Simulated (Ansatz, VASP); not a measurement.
## Two plane-wave programs on NaI

The input POSCAR:

```
NaI
1.0
    0.0000000000      3.1878540000      3.2364000000
    3.1878540000      0.0000000000      3.2364000000
    3.1878540000      3.1878540000      0.0000000000
Na I
1 1
Direct
    0.0000000000      0.0000000000      0.0000000000
    0.5000000000      0.5000000000      0.5000000000
```

The input INCAR.step1:

```
PREC     = Accurate       # precision mode
ENCUT    = 520            # plane-wave cutoff, eV
ISMEAR   = 0              # smearing method
SIGMA    = 0.05           # smearing width, eV
LREAL    = F              # projectors in reciprocal space
LASPH    = T              # aspherical terms in the spheres
NELM     = 100            # most SCF steps
NBANDS   = 14             # bands
GGA      = PE             # functional
ALGO     = Normal         # electronic algorithm
EDIFF    = 1E-4           # SCF threshold, eV
LWAVE    = T              # write WAVECAR
LCHARG   = F              # write CHGCAR
```

The input INCAR.step2:

```
PREC     = Accurate       # precision mode
ENCUT    = 520            # plane-wave cutoff, eV
EDIFF    = 1E-7           # SCF threshold, eV
ISMEAR   = 0              # smearing method
SIGMA    = 0.05           # smearing width, eV
LREAL    = F              # projectors in reciprocal space
LASPH    = T              # aspherical terms in the spheres
NELM     = 100            # most SCF steps
ALGO     = Normal         # electronic algorithm
ISIF     = 2              # what is computed and relaxed
LWAVE    = F              # write WAVECAR
LCHARG   = T              # write CHGCAR
METAGGA  = R2SCAN         # meta-GGA
LMIXTAU  = T            
LELF     = T              # ELF
LVHAR    = T            
NBANDS   = 14             # bands
ISTART   = 1
```

The input KPOINTS:

```
regular mesh
0
Gamma
  6 6 6
```

Input for Ansatz:

```yaml
crystal:
  lattice:
    - [0.0, 3.187854, 3.2364]
    - [3.187854, 0.0, 3.2364]
    - [3.187854, 3.187854, 0.0]
  atoms:
    - { symbol: Na, position: [0.0, 0.0, 0.0] }
    - { symbol: I, position: [0.5, 0.5, 0.5] }
basis:
  ecutwfc: 500
kpoints:
  mp_grid: { grid: [6, 6, 6] }
hamiltonian:
  xc: r2scan
scf:
  occupations: { method: gaussian, width: 0.05 }
output:
  forces: true
  stress: true
  eigenvalues: true
```

Change from the starting cell: strain -0.015 along x and y, +0.000 along z, atoms carried along.

Alike in both runs: task single point; functional r2SCAN; k mesh 6 × 6 × 6; occupations gaussian, width 0.05 eV; no spin polarisation.

```csv
,VASP,Ansatz
version,VASP 6.6.1,Ansatz 0.2.0
potentials or method,"VASP PAW PBE potentials, release 64 (Na_pv, I), cutoff 520 eV","scalar-relativistic, plane waves, PAW"
valence electrons in the cell,14,26
```

```csv
,VASP,Ansatz,Ansatz less VASP
gap on the k mesh at the Fermi level (eV),4.52,4.51,-0.009
least direct gap on the mesh (eV),4.52,4.51,-0.009
pressure (GPa),0.4,0.5,+0.10
"traceless stress, the component that is largest in VASP (GPa)",-0.30,-0.31,-0.013
```

VASP's potentials were made for PBE, not for r2SCAN. The functional is the same, so the differences come from potentials, cutoffs and numerics. VASP's potentials hold 14 valence electrons a cell and Ansatz's 26, so a difference there can come from the potentials and not from the codes.

Neither program's run includes spin-orbit coupling.
